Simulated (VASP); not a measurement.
# KCl (I4/mmm) in VASP: a series of runs, part 2 of 2

VASP 6.6.1. Earlier steps stand in the parts before.

**3. Single point, PBEsol (strain -0.080 along x and y, +0.080 along z)**

Input file INCAR:

```
SYSTEM = KCl
  PREC = Accurate
  ENCUT = 520
  EDIFF = 1E-6
  ISMEAR = 0
  SIGMA = 0.05
  LREAL = .FALSE.
  LASPH = .TRUE.
  NELM = 80
  ALGO = Normal
  ISIF = 2
  LWAVE = .FALSE.
  LCHARG = .FALSE.
  GGA = PS
  NBANDS = 15
```

Input file KPOINTS:

```
regular mesh
0
G
  6 6 6
  0 0 0
```

Input file POSCAR:

```
KCl
1.0
    0.0000000000      2.9036120000      3.4085880000
    2.9036120000      0.0000000000      3.4085880000
    2.9036120000      2.9036120000      0.0000000000
K Cl
1 1
Direct
    0.0000000000      0.0000000000      0.0000000000
    0.5000000000      0.5000000000      0.5000000000
```

Potentials or basis: VASP PAW PBE potentials, release 64 (K_sv, Cl).

The run is started by

```sh
$ cat potpaw_PBE.64/K_sv/POTCAR potpaw_PBE.64/Cl/POTCAR > POTCAR
$ mpirun -np 1 vasp_std > vasp.out
```

Run time: 11 s. Hardware: 1 thread of Intel Xeon 6975P-C (Granite Rapids), shared host; peak memory 0.19 GiB.

Results (log left out):

| Property | Result |
| --- | --- |
| Free energy | -6.8734 eV |
| Pressure | 2.9 GPa |
| Band gap on the k mesh | 5.11 eV, direct |

Stress tensor (GPa, compression positive):
```
 5.15  0.00  0.00
 0.00  5.15  0.00
 0.00  0.00 -1.56
```

Levels at points of the mesh, in eV from the valence-band top:
```csv
k point,band 6,band 7,band 8,band 9,band 10,band 11
"(0.00, 0.00, 0.00)",-0.17,0.00,0.00,5.11,7.56,8.69
"(0.50, 0.00, 0.00)",-1.35,-0.53,-0.51,7.52,8.60,10.70
"(0.50, 0.50, 0.00)",-0.95,-0.15,-0.15,6.35,8.60,9.59
"(0.50, 0.00, 0.50)",-0.66,-0.37,-0.34,6.23,8.54,10.53
```

Caveat: the cell differs from its parent crystal (strain -0.080 along x and y, +0.080 along z); the PAW data sets were made with another functional, which shifts forces and pressure a little.

**4. Single point, PBEsol (strain +0.000 along x and y, -0.080 along z)**

Input file INCAR:

```
PREC     = Accurate       # precision mode
ENCUT    = 520            # plane-wave cutoff, eV
EDIFF    = 1E-7           # SCF threshold, eV
ISMEAR   = 0              # smearing method
SIGMA    = 0.05           # smearing width, eV
LREAL    = False          # projectors in reciprocal space
LASPH    = True           # aspherical terms in the spheres
NELM     = 60             # most SCF steps
ALGO     = Normal         # electronic algorithm
ISIF     = 2              # what is computed and relaxed
LWAVE    = False          # write WAVECAR
LCHARG   = True           # write CHGCAR
GGA      = PS             # functional
LELF     = True           # ELF
LVHAR    = True         
NBANDS   = 15             # bands
```

Input file KPOINTS:

```
Automatic mesh
0
Gamma
  6 6 6
```

Input file POSCAR:

```
KCl
1.0
    0.0000000000      3.1561000000      2.9036120000
    3.1561000000      0.0000000000      2.9036120000
    3.1561000000      3.1561000000      0.0000000000
K Cl
1 1
Direct
    0.0000000000      0.0000000000      0.0000000000
    0.5000000000      0.5000000000      0.5000000000
```

Potentials or basis: VASP PAW PBE potentials, release 64 (K_sv, Cl).

The run is started by

```sh
$ cat potpaw_PBE.64/K_sv/POTCAR potpaw_PBE.64/Cl/POTCAR > POTCAR
$ mpirun -np 1 vasp_std > vasp.out
```

OUTCAR:

```text
PREC = Accurate
   ENCUT = 520
   EDIFF = 1E-7
   ISMEAR = 0
   LREAL = False
   LASPH = True
   NELM = 60
   ISIF = 2
   GGA = PS

 ion  position               nearest neighbor table
   1  0.000  0.000  0.000-   2 2.90   2 2.90   2 3.16   2 3.16   2 3.16   2 3.16
   2  0.500  0.500  0.500-   1 2.90   1 2.90   1 3.16   1 3.16   1 3.16   1 3.16

  LATTYP: Found a body centered tetragonal cell.
 ALAT       =     4.4633994242
 C/A-ratio  =     1.3010764774

  Lattice vectors:
[... 618 lines left out ...]
 [... further k-points ...]

------------------------ aborting loop because EDIFF is reached ----------------------------------------

  FORCE on cell =-STRESS in cart. coord.  units (eV):
  Direction    XX          YY          ZZ          XY          YZ          ZX
  --------------------------------------------------------------------------------------
  -------------------------------------------------------------------------------------
  Total       -0.0056032     -0.0056032      1.7915329      0.0000000      0.0000000      0.0000000
  in kB       -0.1551937     -0.1551937     49.6209749      0.0000000      0.0000000      0.0000000
  external PRESSURE =      16.4368625 kB  Pullay stress =       0.0000000 kB

 VOLUME and BASIS-vectors are now :
 -----------------------------------------------------------------------------
  energy-cutoff  :      520.00
  volume of cell :       57.85
      direct lattice vectors                 reciprocal lattice vectors
     0.000000000  3.156100000  2.903612000    -0.158423371  0.158423371  0.172199316
     3.156100000  0.000000000  2.903612000     0.158423371 -0.158423371  0.172199316
     3.156100000  3.156100000  0.000000000     0.158423371  0.158423371 -0.172199316

 POSITION                                       TOTAL-FORCE (eV/Angst)
 -----------------------------------------------------------------------------------
      0.00000      0.00000      0.00000        -0.000000      0.000000      0.000000
      3.15610      3.15610      2.90361         0.000000     -0.000000      0.000000
 -----------------------------------------------------------------------------------
    total drift:                                0.000000     -0.000000     -0.000000

  FREE ENERGIE OF THE ION-ELECTRON SYSTEM (eV)
  ---------------------------------------------------
  free  energy   TOTEN  =        -6.9649602203 eV

  energy  without entropy=       -6.9649602203  energy(sigma->0) =       -6.96496022
```

OSZICAR:

```text
N       E                     dE             d eps       ncg     rms          rms(c)
DAV:   1     0.105043909259E+03    0.10504E+03   -0.71466E+03   900   0.960E+02
DAV:   2    -0.129038231945E+01   -0.10633E+03   -0.98444E+02  1204   0.241E+02
DAV:   3    -0.700301622507E+01   -0.57126E+01   -0.56849E+01  1244   0.504E+01
DAV:   4    -0.720600809464E+01   -0.20299E+00   -0.20294E+00  1358   0.846E+00
DAV:   5    -0.720762670031E+01   -0.16186E-02   -0.16186E-02  1258   0.873E-01    0.392E+00
DAV:   6    -0.696837109848E+01    0.23926E+00   -0.34319E-01  1117   0.327E+00    0.316E+00
DAV:   7    -0.695500214026E+01    0.13369E-01   -0.84746E-02  1229   0.177E+00    0.174E+00
DAV:   8    -0.696404141136E+01   -0.90393E-02   -0.14579E-02  1177   0.907E-01    0.193E-01
DAV:   9    -0.696443356599E+01   -0.39215E-03   -0.55249E-04  1236   0.149E-01    0.929E-02
DAV:  10    -0.696495271204E+01   -0.51915E-03   -0.53961E-04   928   0.140E-01    0.220E-02
DAV:  11    -0.696495722260E+01   -0.45106E-05   -0.15208E-05  1302   0.231E-02    0.829E-03
DAV:  12    -0.696495979319E+01   -0.25706E-05   -0.27131E-06   998   0.120E-02    0.168E-03
DAV:  13    -0.696496019937E+01   -0.40617E-06   -0.45453E-07  1061   0.416E-03    0.646E-04
DAV:  14    -0.696496022033E+01   -0.20961E-07   -0.50118E-08   899   0.149E-03
   1 F= -.69649602E+01 E0= -.69649602E+01  d E =-.130570E-21
```

Wall time 11 s (1 thread of Intel Xeon 6975P-C (Granite Rapids), shared host); peak memory 0.18 GiB.

Results:

| Item | Value |
| --- | --- |
| Free energy | -6.9650 eV |
| Pressure | 1.6 GPa |
| Band gap on the k mesh | 5.15 eV, direct |

Caveat: the cell differs from its parent crystal (strain +0.000 along x and y, -0.080 along z); the PAW data sets were made with another functional, which shifts forces and pressure a little.

**5. Summary**

| cell | gap on the mesh (eV) | pressure (GPa) |
| --- | --- | --- |
| a = 4.382, b = 4.382, c = 4.106 Å, angles 62.1, 62.1, 55.9°, 2 atoms | 5.27 | 3.4 |
| a = 4.478, b = 4.478, c = 4.106 Å, angles 62.7, 62.7, 54.6°, 2 atoms | 5.11 | 2.9 |
| a = 4.289, b = 4.289, c = 4.463 Å, angles 58.6, 58.6, 62.7°, 2 atoms | 5.15 | 1.6 |

Alike in all rows: task single point; level PBEsol; potentials or basis VASP PAW PBE potentials, release 64 (K_sv, Cl); no spin polarisation; k mesh 6 × 6 × 6; cutoff (eV) 520; smearing gaussian 0.05 eV.

Caveats: the PAW data sets were made with another functional, which shifts forces and pressure a little.

Total energies depend on the potentials used, so only differences within one code and one set of settings carry meaning.
